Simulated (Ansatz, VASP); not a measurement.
## Two plane-wave programs on BeS

```
Be S
1.0
     0.00000    1.95748    1.95748
     1.95748    0.00000    1.95748
     1.95748    1.95748    0.00000
Be S
1 1
Direct
  0.00000 0.00000 0.00000
  0.25000 0.25000 0.25000
```

Change from the starting cell: volume scaled by 0.52, PAW files.

Alike in both runs: task single point; functional r2SCAN; k mesh 15 × 15 × 15; occupations fermi-dirac, width 0.05 eV; no spin polarisation.

|  | VASP | Ansatz |
| --- | --- | --- |
| version | VASP 6.6.1 | Ansatz 0.2.0 |
| potentials or method | VASP PAW PBE potentials, release 64 (Be, S) | PAW with Ansatz's default frozen-core files, scalar-relativistic |
| plane-wave cutoff (eV) | 520 | 500 |
| valence electrons in the cell | 8 | 8 |

Ansatz gave:

- pressure (GPa): 209.6

Question: Estimate VASP's values.

Answer: Pressure (GPa): 208.8.

VASP's potentials were made for PBE, not for r2SCAN. Both programs put the cell under a high pressure, so it lies far from rest at this level. With one functional, cell and mesh, what is left measures potentials, basis and numerics.

Noted on VASP's run: the cell as given lies far from equilibrium.
